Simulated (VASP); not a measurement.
A run of VASP 6.6.1 is set up as follows.

The input INCAR:

```
PREC = Accurate
ENCUT = 520
EDIFF = 1E-6
ISMEAR = 0
SIGMA = 0.1
LREAL = False
LASPH = True
NELM = 60
ALGO = Fast
ISIF = 2
LWAVE = False
LCHARG = False
GGA = PS
NBANDS = 28
```

KPOINTS

```
Automatic mesh
0
Gamma
  15 15 4
```

The input POSCAR:

```
Ti3Al
1.0
    2.7777106119      0.0000000000      0.0000000000
   -1.3888553059      2.4055679543      0.0000000000
    0.0000000000      0.0000000000      9.5845293728
Ti Al
3 1
Direct
    0.6666666700      0.3333333300     -0.0066901889
    0.3333333300      0.6666666700      0.7368890496
    0.3333333300      0.6666666700      0.2557742164
    0.6666666700      0.3333333300      0.5140269229
```

Potentials or basis: VASP PAW PBE potentials, release 64 (Ti_sv, Al).

The run is started by

```sh
$ cat potpaw_PBE.64/Ti_sv/POTCAR potpaw_PBE.64/Al/POTCAR > POTCAR
$ mpirun -np 1 vasp_std > vasp.out
```

(1) Estimate the pressure.

(2) Estimate the band gap on the k mesh.

(3) What does it give for the largest force?

Results:

(1) 4.2 GPa.

(2) zero (an odd number of electrons rules out a gap without spin polarisation).

(3) 1.515 eV/Å.

Caveat: the cell differs from its parent crystal (strained and its atoms moved); the stress differs along the axes, from -1 to 7 GPa; the PAW data sets were made with another functional, which shifts forces and pressure a little.
